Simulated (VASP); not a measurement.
# I (Fmmm) in VASP: notebook

I is run at these levels: BLYP+D3(BJ), PBE, RPBE+D4, revPBE+D3(BJ), b88 exchange, pbe correlation; tasks: single point.

All numbers are computed with VASP 6.6.1; they aren't measurements. Logs are shortened: lines on timing, memory, paths and dates and some standing lists are left out, and cuts for length are marked.

### Step 1. The cell of the first run

Symmetry: Fmmm, No. 69, orthorhombic system. Conventional cell: a = 4.569 Å, b = 4.593 Å, c = 7.152 Å, α = 90.00°, β = 90.00°, γ = 90.00°. I (site symmetry mmm) has 12 I at 3.24 to 4.25 Å within 4.3 Å.

### Step 2. Single point, BLYP+D3(BJ)

File INCAR:

```
SYSTEM = I
PREC = Accurate
ENCUT = 520
EDIFF = 1E-6
ISMEAR = -1
SIGMA = 0.05
LREAL = .FALSE.
LASPH = .TRUE.
NELM = 80
ALGO = Normal
ISIF = 2
LWAVE = .FALSE.
LCHARG = .TRUE.
GGA = B5
ALDAX = 1.0
AGGAX = 1.0
AGGAC = 1.0
ALDAC = 0.0
IVDW = 12
VDW_S6 = 1.0
VDW_S8 = 2.6996
VDW_A1 = 0.4298
VDW_A2 = 4.2359
LELF = .TRUE.
LVHAR = .TRUE.
NBANDS = 10
```

File KPOINTS:

```
regular mesh
0
G
  9 9 9
  0 0 0
```

File POSCAR:

```
I
1.0
    0.0000000000      2.2964097515      3.5761430357
    2.2844122444      0.0000000000      3.5761430357
    2.2844122444      2.2964097515      0.0000000000
I
1
Direct
    0.0000000000      0.0000000000      0.0000000000
```

Potentials or basis: VASP PAW PBE potentials, release 64 (I).

Run with:

```sh
$ cat potpaw_PBE.64/I/POTCAR > POTCAR
$ mpirun -np 1 vasp_std > vasp.out
```

OUTCAR:

```text
SYSTEM = I
   PREC = Accurate
   ENCUT = 520
   EDIFF = 1E-6
   ISMEAR = -1
   LREAL = .FALSE.
   LASPH = .TRUE.
   NELM = 80
   ISIF = 2
   GGA = B5
   IVDW = 12
 IVDW          = 12

 ion  position               nearest neighbor table
   1  0.000  0.000  0.000-

  LATTYP: Found a face centered orthorhombic cell.
 ALAT       =     4.5688244888
 B/A-ratio  =     1.0052519011
 C/A-ratio  =     1.5654543283

  Lattice vectors:

 A1 = (   0.0000000000,   2.2964097515,   3.5761430357)
 A2 = (   2.2844122444,   0.0000000000,   3.5761430357)
 A3 = (   2.2844122444,   2.2964097515,   0.0000000000)

Analysis of symmetry for initial positions (statically):
=====================================================================
 Subroutine PRICEL returns:
 Original cell was already a primitive cell.

 Routine SETGRP: Setting up the symmetry group for a
 face centered orthorhombic supercell.

 Subroutine GETGRP returns: Found  8 space group operations
 (whereof  8 operations were pure point group operations)
 out of a pool of  8 trial point group operations.

The static configuration has the point symmetry D_2h.

Analysis of symmetry for dynamics (positions and initial velocities):
=====================================================================
 Subroutine PRICEL returns:
 Original cell was already a primitive cell.

 Routine SETGRP: Setting up the symmetry group for a
 face centered orthorhombic supercell.

 Subroutine GETGRP returns: Found  8 space group operations
 (whereof  8 operations were pure point group operations)
 out of a pool of  8 trial point group operations.

The dynamic configuration has the point symmetry D_2h.

 Subroutine INISYM returns: Found  8 space group operations
 (whereof  8 operations are pure point group operations),
 and found     1 'primitive' translations

----------------------------------------------------------------------------------------

                                     Primitive cell

  volume of cell :      37.5205

  direct lattice vectors                    reciprocal lattice vectors
     0.000000000  2.296409752  3.576143036    -0.218874680  0.217731178  0.139815437
     2.284412244  0.000000000  3.576143036     0.218874680 -0.217731178  0.139815437
     2.284412244  2.296409752  0.000000000     0.218874680  0.217731178 -0.139815437

  length of vectors
     4.249976089  4.243505428  3.239141406     0.338912006  0.338912006  0.338912006

  position of ions in fractional coordinates (direct lattice)
     0.000000000  0.000000000  0.000000000

  ion indices of the primitive-cell ions
   primitive index   ion index
                 1           1

----------------------------------------------------------------------------------------

 KPOINTS: regular mesh

Automatic generation of k-mesh.
 Grid dimensions read from file:
 generate k-points for:    9    9    9

 Generating k-lattice:

  Cartesian coordinates                     Fractional coordinates (reciprocal lattice)
    -0.024319409  0.024192353  0.015535049     0.111111111  0.000000000  0.000000000
     0.024319409 -0.024192353  0.015535049     0.000000000  0.111111111 -0.000000000
     0.024319409  0.024192353 -0.015535049     0.000000000 -0.000000000  0.111111111

  Length of vectors
     0.037656890  0.037656890  0.037656890

  Shift w.r.t. Gamma in fractional coordinates (k-lattice)
     0.000000000  0.000000000  0.000000000

 Subroutine IBZKPT returns following result:
 ===========================================

 Found    125 irreducible k-points:

 Following reciprocal coordinates:
            Coordinates               Weight
  0.000000  0.000000  0.000000      1.000000
  0.111111 -0.000000  0.000000      8.000000
  0.222222 -0.000000  0.000000      8.000000
  0.333333 -0.000000 -0.000000      8.000000
  0.444444 -0.000000  0.000000      8.000000
  0.111111  0.111111  0.000000      2.000000
[... 16 lines left out ...]
 -0.333333  0.333333  0.000000      4.000000
  0.444444  0.444444  0.000000      2.000000
 [... further k-points ...]
   k-points           NKPTS =    125   k-points in BZ     NKDIM =    125   number of bands    NBANDS=     10
   number of dos      NEDOS =    301   number of ions     NIONS =      1
   total plane-waves  NPLWV =  24576
   dimension x,y,z NGX =    32 NGY =   32 NGZ =   24
   dimension x,y,z NGXF=    64 NGYF=   64 NGZF=   48
   ions per type =               1
   NGX,Y,Z   is equivalent  to a cutoff of  12.52, 12.54, 12.32 a.u.
   NGXF,Y,Z  is equivalent  to a cutoff of  25.03, 25.07, 24.64 a.u.
 SYSTEM =  I
   PREC   = accura    normal or accurate (medium, high low for compatibility)
   ISTART =      0    job   : 0-new  1-cont  2-samecut
   ICHARG =      2    charge: 1-file 2-atom 10-const
   ISPIN  =      1    spin polarized calculation?
   LNONCOLLINEAR =      F non collinear calculations
   LSORBIT =      F    spin-orbit coupling
   LASPH  =      T    aspherical Exc in radial PAW
   ENCUT  =  520.0 eV  38.22 Ry    6.18 a.u.   7.90  7.89  6.02*2*pi/ulx,y,z
   NELM   =     80;   NELMIN=  2; NELMDL= -5     # of ELM steps
   EDIFF  = 0.1E-05   stopping-criterion for ELM
   LREAL  =      F    real-space projection
   EDIFFG = 0.1E-04   stopping-criterion for IOM
   NSW    =      0    number of steps for IOM
   IBRION =     -1    ionic relax: 0-MD 1-quasi-New 2-CG
   NFREE  =      0    steps in history (QN), initial steepest desc. (CG)
   ISIF   =      2    stress and relaxation
   ISYM   =      2    0-nonsym 1-usesym 2-fastsym
   POTIM  = 0.5000    time-step for ionic-motion
   TEBEG  =    0.0;   TEEND  =   0.0 temperature during run
   PSTRESS=    0.0 pullay stress
   NELECT =       7.0000    total number of electrons
   NUPDOWN=      -1.0000    fix difference up-down
   EMIN   =  10.00;   EMAX   =-10.00  energy-range for DOS
   EFERMI =   0.00;   METHOD = LEGACY
   ISMEAR =    -1;   SIGMA  =   0.05  broadening in eV -4-tet -1-fermi 0-gaus
   EFERMI_NEDOS =   21; number of points for ismear=-14 and -15
   IALGO  =     38    algorithm
   IMIX   =      4    mixing-type and parameters
     AMIX     =   0.40;   BMIX     =  1.00
     AMIX_MAG =   1.60;   BMIX_MAG =  1.00
  volume/ion in A,a.u.               =      37.52       253.20
  Fermi-wavevector in a.u.,A,eV,Ry     =   0.935444  1.767733 11.905860  0.875056
  Thomas-Fermi vector in A             =   2.062352
   LORBIT       =      0    0 simple, 1 ext, 2 COOP (PROOUT), +10 PAW based schemes
   GGA     = B5    functional components
   LHFCALC =     F    Hartree Fock is set to
   AEXX    =    0.0000 exact exchange contribution
   IVDW    =    12    specifies the selected vdW correction
   LEPSILON=     F    determine dielectric tensor
   LRPA    =     F    only Hartree local field effects (RPA)
 non-spin polarized calculation
  energy-cutoff  :      520.00
  volume of cell :       37.52
 maximum number of plane-waves:      1026
   NGX = 15   NGY = 15   NGZ = 13

 number of electron       6.9999999 magnetization

 Free energy of the ion-electron system (eV)
  ---------------------------------------------------
  ext. energy  EPLUGINS =         0.00000000
  ---------------------------------------------------
  free energy    TOTEN  =        -0.92376854 eV

  energy without entropy =       -0.91747643  energy(sigma->0) =       -0.92062249

 E-fermi :   4.5751     XC(G=0):  -8.1400

 val. band max:        4.5724165004   @ k =   0.2222   0.1111   0.1111
 cond. band min:       4.5867297567   @ k =   0.1111   0.0000   0.1111
 fundamental gap:      0.0143132563
 Fermi energy:         4.5750735621

 k-point     1 :       0.0000    0.0000    0.0000
  band No.  band energies     occupation
      1      -9.3219      2.00000
      2       3.2837      2.00000
      3       5.5015      0.00000
      4       5.5192      0.00000
      5       9.9433      0.00000
      6      12.3312      0.00000
      7      13.2786      0.00000
      8      16.4014      0.00000
      9      16.4274      0.00000
     10      17.0730      0.00000

 k-point     2 :       0.1111   -0.0000    0.0000
  band No.  band energies     occupation
      1      -9.1871      2.00000
      2       3.1997      2.00000
      3       4.4708      1.77893
      4       5.5859      0.00000
      5      10.3507      0.00000
      6      12.7435      0.00000
      7      14.0810      0.00000
      8      14.5254      0.00000
      9      16.6260      0.00000
     10      17.6183      0.00000

 k-point     3 :       0.2222   -0.0000    0.0000
  band No.  band energies     occupation
      1      -8.8108      2.00000
      2       2.3901      2.00000
      3       3.1939      2.00000
      4       5.7880      0.00000
      5      10.8868      0.00000
      6      12.9802      0.00000
      7      13.2208      0.00000
      8      16.7606      0.00000
      9      17.1905      0.00000
     10      18.4116      0.00000

 k-point     4 :       0.3333   -0.0000   -0.0000
  band No.  band energies     occupation
      1      -8.2987      2.00000
      2       0.6729      2.00000
      3       3.0318      2.00000
      4       6.0401      0.00000
      5      10.2715      0.00000
      6      13.4836      0.00000
      7      14.1367      0.00000
      8      16.9249      0.00000
      9      17.9703      0.00000
     10      18.5130      0.00000

 k-point     5 :       0.4444   -0.0000    0.0000
  band No.  band energies     occupation
      1      -7.8886      2.00000
      2      -0.3984      2.00000
      3       2.9753      2.00000
      4       6.2204      0.00000
      5       9.6718      0.00000
      6      13.9231      0.00000
      7      15.9226      0.00000
      8      16.2263      0.00000
      9      17.3206      0.00000
     10      19.2386      0.00000

 k-point     6 :       0.1111    0.1111    0.0000
  band No.  band energies     occupation
      1      -9.2727      2.00000
      2       2.7817      2.00000
      3       5.4492      0.00000
      4       5.4673      0.00000
      5      10.7303      0.00000
      6      12.1999      0.00000
      7      12.9955      0.00000
      8      16.6857      0.00000
      9      16.7102      0.00000
     10      17.6429      0.00000
[... 183 lines left out ...]
 k-point    21 :       0.4444    0.3333    0.0000
  band No.  band energies     occupation
      1      -8.8066      2.00000
      2       0.6770      2.00000
      3       4.0985      1.99986
      4       5.2448      0.00000
      5      11.8326      0.00000
      6      13.0258      0.00000
      7      15.4010      0.00000
      8      18.6432      0.00000
      9      19.4494      0.00000
     10      20.9650      0.00000

 k-point    22 :      -0.4444    0.3333    0.0000
  band No.  band energies     occupation
      1      -8.4607      2.00000
      2       0.8918      2.00000
      3       2.1847      2.00000
      4       5.4926      0.00000
      5      12.1807      0.00000
      6      14.2851      0.00000
      7      15.6142      0.00000
      8      18.7710      0.00000
      9      19.1015      0.00000
     10      19.9467      0.00000

 k-point    23 :      -0.3333    0.3333    0.0000
  band No.  band energies     occupation
      1      -8.0631      2.00000
      2       0.5315      2.00000
      3       1.4921      2.00000
      4       5.8541      0.00000
      5      12.7991      0.00000
      6      12.9238      0.00000
      7      15.6257      0.00000
      8      17.3274      0.00000
      9      18.8280      0.00000
     10      20.2948      0.00000

 k-point    24 :       0.4444    0.4444    0.0000
  band No.  band energies     occupation
      1      -8.8743      2.00000
      2       0.3394      2.00000
      3       5.0996      0.00006
      4       5.1205      0.00004
      5      11.4817      0.00000
      6      11.7855      0.00000
      7      16.8290      0.00000
      8      20.1329      0.00000
      9      20.1402      0.00000
     10      21.8369      0.00000

 [... further k-points ...]

------------------------ aborting loop because EDIFF is reached ----------------------------------------

 Edisp (eV)   -0.80597

 E8    (eV) :    -0.6003

  FORCE on cell =-STRESS in cart. coord.  units (eV):
  Direction    XX          YY          ZZ          XY          YZ          ZX
  --------------------------------------------------------------------------------------
  -------------------------------------------------------------------------------------
  Total       0.02210     0.01603     0.00378    -0.00000     0.00000     0.00000
  in kB       0.94370     0.68452     0.16150    -0.00000     0.00000     0.00000
  external pressure =        0.60 kB  Pullay stress =        0.00 kB

 VOLUME and BASIS-vectors are now :
 -----------------------------------------------------------------------------
  energy-cutoff  :      520.00
  volume of cell :       37.52
      direct lattice vectors                 reciprocal lattice vectors
     0.000000000  2.296409752  3.576143036    -0.218874680  0.217731178  0.139815437
     2.284412244  0.000000000  3.576143036     0.218874680 -0.217731178  0.139815437
     2.284412244  2.296409752  0.000000000     0.218874680  0.217731178 -0.139815437

 POSITION                                       TOTAL-FORCE (eV/Angst)
 -----------------------------------------------------------------------------------
      0.00000      0.00000      0.00000         0.000000      0.000000      0.000000
 -----------------------------------------------------------------------------------
    total drift:                                0.000000     -0.000000     -0.000000

  FREE ENERGIE OF THE ION-ELECTRON SYSTEM (eV)
  ---------------------------------------------------
  free  energy   TOTEN  =        -1.7297338931 eV

  energy  without entropy=       -1.7234417852  energy(sigma->0) =       -1.72658784
```

Wall time 31 s (1 thread of Intel Xeon Platinum 8488C (Sapphire Rapids), shared host); peak memory 0.19 GiB.

Results:

```yaml
Free_energy: -1.7297 eV
Pressure: 0.1 GPa
Band_gap_on_the_k_mesh: zero (an odd number of electrons rules out a gap without spin polarisation)
Dispersion_energy_per_atom: -0.806 eV
```

Levels at points of the mesh, in eV from the Fermi level:
```
           k point  band 1  band 2  band 3  band 4  band 5  band 6  band 7  band 8  band 9
(0.00, 0.00, 0.00)  -13.90   -1.29    0.93    0.94    5.37    7.76    8.70   11.83   11.85
```

Caveat: the PAW data sets were made with another functional, which shifts forces and pressure a little; spin-orbit coupling is left out, which moves the levels of the heavy elements; an odd number of electrons without spin polarisation forces a metal; a magnetic or distorted state may lie lower.

### Step 3. Single point, PBE

This run uses another cell than the first one, of 48.37 Å³/atom.

File INCAR:

```
PREC = Accurate
ENCUT = 520
EDIFF = 1E-6
ISMEAR = -1
SIGMA = 0.05
LREAL = False
LASPH = True
NELM = 80
ALGO = Normal
ISIF = 2
LWAVE = False
LCHARG = True
GGA = PE
LELF = True
LVHAR = True
NBANDS = 10
```

File KPOINTS:

```
regular mesh
0
Gamma
  9 9 9
```

File POSCAR:

```
I
1.0
    0.0000000000      2.3030742877      4.6145611790
    2.2754429846      0.0000000000      4.6145611790
    2.2754429846      2.3030742877      0.0000000000
I
1
Direct
    0.0000000000      0.0000000000      0.0000000000
```

Potentials or basis: VASP PAW PBE potentials, release 64 (I).

Run with:

```sh
$ cat potpaw_PBE.64/I/POTCAR > POTCAR
$ mpirun -np 1 vasp_std > vasp.out
```

OUTCAR:

```text
PREC = Accurate
   ENCUT = 520
   EDIFF = 1E-6
   ISMEAR = -1
   LREAL = False
   LASPH = True
   NELM = 80
   ISIF = 2
   GGA = PE

 ion  position               nearest neighbor table
   1  0.000  0.000  0.000-

  LATTYP: Found a face centered orthorhombic cell.
 ALAT       =     4.5508859692
 B/A-ratio  =     1.0121432632
 C/A-ratio  =     2.0279836543

  Lattice vectors:

 A1 = (   0.0000000000,   2.3030742877,   4.6145611790)
 A2 = (   2.2754429846,   0.0000000000,   4.6145611790)
 A3 = (   2.2754429846,   2.3030742877,   0.0000000000)

Analysis of symmetry for initial positions (statically):
=====================================================================
 Subroutine PRICEL returns:
 Original cell was already a primitive cell.

 Routine SETGRP: Setting up the symmetry group for a
 face centered orthorhombic supercell.

 Subroutine GETGRP returns: Found  8 space group operations
 (whereof  8 operations were pure point group operations)
 out of a pool of  8 trial point group operations.

[... 163 lines left out ...]
 fundamental gap:      0.1781953170
 Fermi energy:         2.0407621227

 k-point     1 :       0.0000    0.0000    0.0000
  band No.  band energies     occupation
      1     -11.6761      2.00000
      2      -0.5379      2.00000
      3       2.7976      0.00000
      4       2.8438      0.00000
      5       6.0497      0.00000
      6       9.2953      0.00000
      7       9.8809      0.00000
      8      14.5763      0.00000
      9      14.7608      0.00000
     10      14.8063      0.00000
[... 287 lines left out ...]
 k-point    24 :       0.4444    0.4444    0.0000
  band No.  band energies     occupation
      1     -11.6183      2.00000
      2      -1.4160      2.00000
      3       2.7474      0.00000
      4       2.7943      0.00000
      5       9.1324      0.00000
      6       9.5594      0.00000
      7       9.9324      0.00000
      8      12.9804      0.00000
      9      16.1104      0.00000
     10      16.1529      0.00000

 [... further k-points ...]

------------------------ aborting loop because EDIFF is reached ----------------------------------------

  FORCE on cell =-STRESS in cart. coord.  units (eV):
  Direction    XX          YY          ZZ          XY          YZ          ZX
  --------------------------------------------------------------------------------------
  -------------------------------------------------------------------------------------
  Total       -0.0136142     -0.0200008     -0.0025975      0.0000000      0.0000000      0.0000000
  in kB       -0.4509918     -0.6625578     -0.0860462      0.0000000      0.0000000      0.0000000
  external PRESSURE =      -0.3998653 kB  Pullay stress =       0.0000000 kB

 VOLUME and BASIS-vectors are now :
 -----------------------------------------------------------------------------
  energy-cutoff  :      520.00
  volume of cell :       48.37
      direct lattice vectors                 reciprocal lattice vectors
     0.000000000  2.303074288  4.614561179    -0.219737433  0.217101117  0.108352665
     2.275442985  0.000000000  4.614561179     0.219737433 -0.217101117  0.108352665
     2.275442985  2.303074288  0.000000000     0.219737433  0.217101117 -0.108352665

 POSITION                                       TOTAL-FORCE (eV/Angst)
 -----------------------------------------------------------------------------------
      0.00000      0.00000      0.00000         0.000000      0.000000      0.000000
 -----------------------------------------------------------------------------------
    total drift:                                0.000000     -0.000000     -0.000000

  FREE ENERGIE OF THE ION-ELECTRON SYSTEM (eV)
  ---------------------------------------------------
  free  energy   TOTEN  =        -1.4041555511 eV

  energy  without entropy=       -1.3984659827  energy(sigma->0) =       -1.40131077
```

OSZICAR:

```text
N       E                     dE             d eps       ncg     rms          rms(c)
DAV:   1     0.216866690599E+02    0.21687E+02   -0.22821E+03  2500   0.474E+02
DAV:   2    -0.369911903639E+00   -0.22057E+02   -0.21463E+02  3272   0.817E+01
DAV:   3    -0.142093658945E+01   -0.10510E+01   -0.10392E+01  3088   0.182E+01
DAV:   4    -0.143316294153E+01   -0.12226E-01   -0.12225E-01  3148   0.243E+00
DAV:   5    -0.143336080445E+01   -0.19786E-03   -0.19786E-03  3112   0.290E-01    0.467E+00
DAV:   6    -0.141254083992E+01    0.20820E-01   -0.17385E-02  2816   0.610E-01    0.289E+00
DAV:   7    -0.140418946807E+01    0.83514E-02   -0.36736E-02  2768   0.910E-01    0.122E-01
DAV:   8    -0.140414316375E+01    0.46304E-04   -0.14910E-03  2734   0.235E-01    0.219E-02
DAV:   9    -0.140415051822E+01   -0.73545E-05   -0.21953E-05  3182   0.346E-02    0.106E-02
DAV:  10    -0.140415498463E+01   -0.44664E-05   -0.68427E-06  2742   0.151E-02    0.265E-03
DAV:  11    -0.140415555110E+01   -0.56648E-06   -0.44749E-07  2924   0.414E-03
   1 F= -.14041556E+01 E0= -.14013108E+01  d E =-.568957E-02
```

Run time: 44 s. Hardware: 1 thread of Intel Xeon Platinum 8488C (Sapphire Rapids), shared host; peak memory 0.21 GiB.

Results:

* Free energy: -1.4042 eV
* Pressure: 0.0 GPa
* Band gap on the k mesh: zero (an odd number of electrons rules out a gap without spin polarisation)

Caveat: spin-orbit coupling is left out, which moves the levels of the heavy elements; an odd number of electrons without spin polarisation forces a metal; a magnetic or distorted state may lie lower.

(Part 1 of 2 ends here.)
